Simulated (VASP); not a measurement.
Here is a VASP 6.6.1 calculation.

INCAR

```
SYSTEM = CaSe
PREC     = Accurate       ! precision mode
ENCUT    = 520            ! plane-wave cutoff, eV
EDIFF    = 1E-7           ! SCF threshold, eV
ISMEAR   = 0              ! smearing method
SIGMA    = 0.01           ! smearing width, eV
LREAL    = .FALSE.        ! projectors in reciprocal space
LASPH    = .TRUE.         ! aspherical terms in the spheres
NELM     = 150            ! most SCF steps
ALGO     = Normal         ! electronic algorithm
ISIF     = 2              ! what is computed and relaxed
LWAVE    = .FALSE.        ! write WAVECAR
LCHARG   = .TRUE.         ! write CHGCAR
MAGMOM   = 0 0 0 0 0 0    ! initial moments
LORBIT   = 11             ! projections on sites
LSORBIT  = .TRUE.         ! spin-orbit coupling
GGA_COMPAT= .FALSE.      
LORBMOM  = .TRUE.       
GGA      = PS             ! functional
LVHAR    = .TRUE.       
NBANDS   = 28             ! bands
```

Contents of KPOINTS:

```
Automatic mesh
0
G
  8 8 8
  0 0 0
```

File POSCAR:

```
CaSe
1.0
    2.8995203411      2.8995203411      0.0000000000
   -2.8995203411      2.8995203411      0.0000000000
    0.0000000000      2.8995203411      2.8995203411
Ca Se
1 1
Direct
    0.0000000000      0.0000000000      0.0000000000
    0.5000000000      0.5000000000      0.0000000000
```

Potentials or basis: VASP PAW PBE potentials, release 64 (Ca_sv, Se).

Launch:

```sh
$ cat potpaw_PBE.64/Ca_sv/POTCAR potpaw_PBE.64/Se/POTCAR > POTCAR
$ mpirun -np 1 vasp_ncl > vasp.out
```

Q: What does it give for the pressure?

A: 2.2 GPa.

Q: Estimate the net moment.

A: 0.00 μB per cell.

Moments on the atoms (μB; x, y, z):
```
Ca  0.00 0.00 0.00
Se  0.00 0.00 0.00
```

Caveat: the PAW data sets were made with another functional, which shifts forces and pressure a little.
